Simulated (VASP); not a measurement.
A run of VASP 6.6.1:

The input INCAR:

```
  PREC = Accurate
  ENCUT = 600
  EDIFF = 1E-6
  ISMEAR = 0
  SIGMA = 0.1
  LREAL = F
  LASPH = T
  NELM = 80
  ALGO = Normal
  ISIF = 3
  LWAVE = F
  LCHARG = F
  GGA = PE
  IBRION = 2
  NSW = 100
  EDIFFG = -0.01
```

Contents of KPOINTS:

```
regular mesh
0
Gamma
  14 14 42
```

The input POSCAR:

```
C
1.0
    2.2026838327     -3.7918703098      0.0000000000
    2.2026838327      3.7918703098      0.0000000000
    0.0000000000      0.0000000000      1.2822923790
C
1
Direct
    0.0000000000      0.0000000000      0.0000000000
```

Potentials or basis: VASP PAW PBE potentials, release 64 (C).

Launch:

```bash
$ cat potpaw_PBE.64/C/POTCAR > POTCAR
$ mpirun -np 1 vasp_std > vasp.out
```

Hardware: 1 thread of Intel(R) Xeon(R) Platinum 8375C CPU @ 2.90GHz (Ice Lake), with other jobs on the host.

**Question.** Estimate the wall time of this run.

**Answer.** Run time: 11 min on 1 thread of Intel(R) Xeon(R) Platinum 8375C CPU @ 2.90GHz (Ice Lake) (shared host), peak memory 0.29 GiB. Counts: scf iterations 96, k points 1254, ion steps 23.
